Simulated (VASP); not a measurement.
# O (C2/m) in VASP: notebook, part 2 of 2

VASP 6.6.1.

## 5. Single point, PBE (15.56 Å³/atom)

This run uses another cell than the first one, of 15.56 Å³/atom.

Contents of INCAR:

```
  ALGO = Normal
  EDIFF = 1E-6
  ENCUT = 520
  GGA = PE
  ISIF = 2
  ISMEAR = -1
  LASPH = True
  LCHARG = False
  LREAL = False
  LWAVE = False
  NBANDS = 13
  NELM = 80
  PREC = Accurate
  SIGMA = 0.05
```

Contents of KPOINTS:

```
k-points
0
Gamma
  10 10 8
```

Contents of POSCAR:

```
O
1.0
    2.7529991861     -1.6050449429      0.0000000000
    2.7529991861      1.6050449429      0.0000000000
   -2.3118560315      0.0000000000      3.5211882362
O
2
Direct
    0.0254538300      0.0254538300      0.1555740200
    0.9745461700      0.9745461700      0.8444259800
```

Potentials or basis: VASP PAW PBE potentials, release 64 (O).

On the command line:

```sh
> cat potpaw_PBE.64/O/POTCAR > POTCAR
> mpirun -np 1 vasp_std > vasp.out
```

OUTCAR:

```text
EDIFF = 1E-6
   ENCUT = 520
   GGA = PE
   ISIF = 2
   ISMEAR = -1
   LASPH = True
   LREAL = False
   NELM = 80
   PREC = Accurate

 ion  position               nearest neighbor table
   1  0.025  0.025  0.156-   2 1.18
   2  0.975  0.975  0.844-   1 1.18

  LATTYP: Found a base centered monoclinic cell.
 ALAT       =     5.5059983722
 B/A-ratio  =     0.5830168607
 C/A-ratio  =     0.7650377976
 COS(beta)  =    -0.5488350190

  Lattice vectors:

 A1 = (   2.7529991861,  -1.6050449429,   0.0000000000)
 A2 = (   2.7529991861,   1.6050449429,   0.0000000000)
 A3 = (  -2.3118560315,   0.0000000000,   3.5211882362)

Analysis of symmetry for initial positions (statically):
=====================================================================
 Subroutine PRICEL returns:
 Original cell was already a primitive cell.

 Routine SETGRP: Setting up the symmetry group for a
 base centered monoclinic supercell.

 Subroutine GETGRP returns: Found  4 space group operations
 (whereof  4 operations were pure point group operations)
 out of a pool of  4 trial point group operations.

The static configuration has the point symmetry C_2h.

Analysis of symmetry for dynamics (positions and initial velocities):
[... 164 lines left out ...]

 k-point     1 :       0.0000    0.0000    0.0000
  band No.  band energies     occupation
      1     -28.8850      2.00000
      2     -14.7717      2.00000
      3      -9.4506      2.00000
      4      -7.9775      2.00000
      5      -7.9331      2.00000
      6      -1.1553      1.82566
      7      -0.8109      0.02110
      8       5.8444      0.00000
      9      10.7789      0.00000
     10      13.5670      0.00000
     11      14.9400      0.00000
     12      17.4406      0.00000
     13      18.6100      0.00000
[... 354 lines left out ...]
  band No.  band energies     occupation
      1     -28.7529      2.00000
      2     -14.9915      2.00000
      3      -9.2445      2.00000
      4      -8.4448      2.00000
      5      -8.2963      2.00000
      6      -1.0496      1.11604
      7      -0.6931      0.00202
      8       8.4369      0.00000
      9      10.5825      0.00000
     10      10.8378      0.00000
     11      12.6140      0.00000
     12      15.0932      0.00000
     13      17.5203      0.00000

 [... further k-points ...]
[... 5 lines left out ...]
  --------------------------------------------------------------------------------------
  -------------------------------------------------------------------------------------
  Total        0.8659592     -0.7405322      4.2131352      0.0000000      0.0000000     -1.6419978
  in kB       44.5856896    -38.1278218    216.9219317      0.0000000      0.0000000    -84.5416322
  external PRESSURE =      74.4599332 kB  Pullay stress =       0.0000000 kB

 VOLUME and BASIS-vectors are now :
 -----------------------------------------------------------------------------
  energy-cutoff  :      520.00
  volume of cell :       31.12
      direct lattice vectors                 reciprocal lattice vectors
     2.752999186 -1.605044943  0.000000000     0.181620105 -0.311517757  0.119243706
     2.752999186  1.605044943  0.000000000     0.181620105  0.311517757  0.119243706
    -2.311856032  0.000000000  3.521188236     0.000000000  0.000000000  0.283995042

 POSITION                                       TOTAL-FORCE (eV/Angst)
 -----------------------------------------------------------------------------------
     -0.21952      0.00000      0.54781        -1.522574      0.000000      4.343468
      3.41366      0.00000      2.97338         1.522574      0.000000     -4.343468
 -----------------------------------------------------------------------------------
    total drift:                                0.000000     -0.000000      0.000000

  FREE ENERGIE OF THE ION-ELECTRON SYSTEM (eV)
  ---------------------------------------------------
  free  energy   TOTEN  =        -8.9916725637 eV

  energy  without entropy=       -8.9481293060  energy(sigma->0) =       -8.96990093
```

OSZICAR:

```text
N       E                     dE             d eps       ncg     rms          rms(c)
DAV:   1     0.407710263647E+02    0.40771E+02   -0.59921E+03  5998   0.818E+02
DAV:   2    -0.762732857873E+01   -0.48398E+02   -0.46838E+02  7779   0.179E+02
DAV:   3    -0.930757474488E+01   -0.16802E+01   -0.16364E+01  6777   0.310E+01
DAV:   4    -0.931409655840E+01   -0.65218E-02   -0.65190E-02  6767   0.230E+00
DAV:   5    -0.931412645666E+01   -0.29898E-04   -0.29898E-04  6747   0.149E-01    0.465E+00
DAV:   6    -0.904669380350E+01    0.26743E+00   -0.22907E-01  6717   0.443E+00    0.241E+00
DAV:   7    -0.898949311938E+01    0.57201E-01   -0.19655E-01  6832   0.403E+00    0.513E-01
DAV:   8    -0.899151883010E+01   -0.20257E-02   -0.15629E-02  6102   0.107E+00    0.140E-01
DAV:   9    -0.899165355259E+01   -0.13472E-03   -0.11914E-04  7097   0.103E-01    0.403E-02
DAV:  10    -0.899167054787E+01   -0.16995E-04   -0.37809E-05  6497   0.572E-02    0.102E-02
DAV:  11    -0.899167335566E+01   -0.28078E-05   -0.88198E-06  6477   0.258E-02    0.658E-03
DAV:  12    -0.899167256374E+01    0.79192E-06   -0.14030E-06  4280   0.106E-02
   1 F= -.89916726E+01 E0= -.89699009E+01  d E =-.435433E-01
```

stdout:

```text
POSCAR found type information on POSCAR O
 POSCAR found :  1 types and       2 ions
 scaLAPACK will be used
 LDA part: xc-table for (Slater+PW92), standard interpolation
 POSCAR, INCAR and KPOINTS ok, starting setup
 FFT: planning ... GRIDC
 FFT: planning ... GRID_SOFT
 FFT: planning ... GRID
 WAVECAR not read
 entering main loop
```

Wall time 88 s (1 thread of Intel Xeon 8259CL, shared host); peak memory 0.19 GiB.

Results:

* Free energy: -8.9917 eV
* Pressure: 7.4 GPa
* Largest force: 4.603 eV/Å
* Band gap on the k mesh: zero (bands 6 and 7 overlap by 0.30 eV)

Forces in eV/Å, atoms in the order of the input:
```
O   -1.523  0.000  4.343
O    1.523  0.000 -4.343
```

Levels at points of the mesh, in eV from the Fermi level:
| k point | band 3 | band 4 | band 5 | band 6 | band 7 | band 8 | band 9 | band 10 |
| --- | --- | --- | --- | --- | --- | --- | --- | --- |
| (0.00, 0.00, 0.00) | -8.41 | -6.94 | -6.90 | -0.12 | 0.23 | 6.88 | 11.82 | 14.60 |
| (0.50, 0.00, 0.00) | -8.24 | -7.78 | -7.08 | -0.34 | 0.16 | 10.17 | 11.52 | 11.90 |
| (0.50, 0.50, 0.00) | -8.13 | -7.50 | -7.34 | -0.04 | 0.45 | 10.64 | 10.84 | 11.74 |
| (0.00, 0.00, 0.50) | -7.30 | -7.03 | -7.02 | 0.15 | 0.39 | 7.34 | 8.35 | 12.99 |
| (0.50, 0.00, 0.50) | -7.99 | -7.32 | -7.25 | -0.72 | 0.17 | 9.14 | 10.89 | 13.11 |
| (0.50, 0.50, 0.50) | -7.98 | -7.60 | -7.20 | -0.38 | 0.07 | 8.63 | 10.92 | 12.55 |

Caveat: the standard files for N, O and F lose accuracy on very short bonds; spin is off for a triplet molecule; the stress differs along the axes, from -4 to 22 GPa; this functional lacks dispersion, which holds the molecules together, so the pressure and a relaxed volume are unreliable; forces of over 1 eV/Å act on the atoms, so gaps and moduli don't describe the material at rest.

## 6. Summary

```tsv
cell	gap on the mesh (eV)	pressure (GPa)	largest force (eV/Å)
a = 2.958, b = 2.958, c = 3.910 Å, angles 118.3, 118.3, 60.5°, 2 atoms	none	38.0	16.49
a = 3.064, b = 3.064, c = 4.050 Å, angles 118.3, 118.3, 60.5°, 2 atoms	none	20.6	10.13
a = 3.127, b = 3.127, c = 4.133 Å, angles 118.3, 118.3, 60.5°, 2 atoms	none	13.1	7.09
a = 3.187, b = 3.187, c = 4.212 Å, angles 118.3, 118.3, 60.5°, 2 atoms	none	7.4	4.60
```

Alike in all rows: task single point; level PBE; potentials or basis VASP PAW PBE potentials, release 64 (O); no spin polarisation; k mesh 10 × 10 × 8; cutoff (eV) 520; smearing fermi-dirac 0.05 eV.

Caveats: the standard files for N, O and F lose accuracy on very short bonds; spin is off for a triplet molecule; this functional lacks dispersion, which holds the molecules together, so the pressure and a relaxed volume are unreliable; forces of over 1 eV/Å act on the atoms, so gaps and moduli don't describe the material at rest; the stress differs along the axes, from -4 to 99 GPa (at least some runs); the stress differs along the axes, from -4 to 55 GPa (at least some runs); the stress differs along the axes, from -4 to 36 GPa (at least some runs).

Absolute energies hang on the potentials; compare differences alone.
